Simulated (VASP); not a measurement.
A run of VASP 6.6.1 is set up as follows.

The input INCAR:

```
SYSTEM = LaH
PREC = Accurate ; ENCUT = 500
EDIFF = 1E-6 ; ISMEAR = 0
SIGMA = 0.2 ; LREAL = .FALSE.
LASPH = .TRUE. ; NELM = 200
ALGO = Normal ; ISIF = 2
LWAVE = .FALSE. ; LCHARG = .FALSE.
GGA = PE ; NBANDS = 13
GGA_COMPAT = .FALSE. ; LMAXMIX = 6
```

KPOINTS

```
Automatic mesh
0
G
  7 7 4
  0 0 0
```

File POSCAR:

```
LaH
1.0
    3.7821882532      0.0000000000      0.0000000000
   -1.8910941266      3.2754711091      0.0000000000
    0.0000000000      0.0000000000      4.4965914566
La H
1 1
Direct
    0.0000000000      0.0000000000      0.1117762523
    0.0000000000      0.0000000000      0.6118081377
```

Potentials or basis: VASP PAW PBE potentials, release 64 (La, H).

Command:

```console
$ cat potpaw_PBE.64/La/POTCAR potpaw_PBE.64/H/POTCAR > POTCAR
$ mpirun -np 1 vasp_std > vasp.out
```

(1) Predict the band gap on the k mesh.

(2) Predict the pressure.

Results:

(1) zero (band 6 reaches 4.81 eV, above the bottom of band 7 at 3.95 eV).

(2) 0.4 GPa.

Caveat: spin-orbit coupling is left out, which moves the levels of the heavy elements.
